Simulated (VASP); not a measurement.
Here is a VASP 6.6.1 calculation.

File INCAR:

```
ALGO = Normal
EDIFF = 1E-6
ENCUT = 520
GGA = PE
ISIF = 2
ISMEAR = -1
LASPH = T
LCHARG = T
LELF = T
LREAL = F
LVHAR = T
LWAVE = F
NBANDS = 11
NELM = 80
PREC = Accurate
SIGMA = 0.02
```

The input KPOINTS:

```
k-points
0
Gamma
  8 8 8
```

File POSCAR:

```
MgS
1.0
   -0.1305099322      2.8136019827      2.8136019827
    2.8136019827     -0.1305099322      2.8136019827
    2.8136019827      2.8136019827     -0.1305099322
Mg S
1 1
Direct
   -0.0041468711     -0.0041468711     -0.0041468711
    0.2541468711      0.2541468711      0.2541468711
```

Potentials or basis: VASP PAW PBE potentials, release 64 (Mg, S).

Command:

```bash
$ cat potpaw_PBE.64/Mg/POTCAR potpaw_PBE.64/S/POTCAR > POTCAR
$ mpirun -np 1 vasp_std > vasp.out
```

Question: Predict the band gap on the k mesh.

Answer: 2.93 eV, direct.

Question: Predict the largest force.

Answer: 0.012 eV/Å.

Question: Predict the pressure.

Answer: -1.8 GPa.

Stress tensor (GPa, compression positive):
```
-1.81  1.30  1.30
 1.30 -1.81  1.30
 1.30  1.30 -1.81
```

Caveat: the cell differs from its parent crystal (epitaxial 111 strain +4.0%).
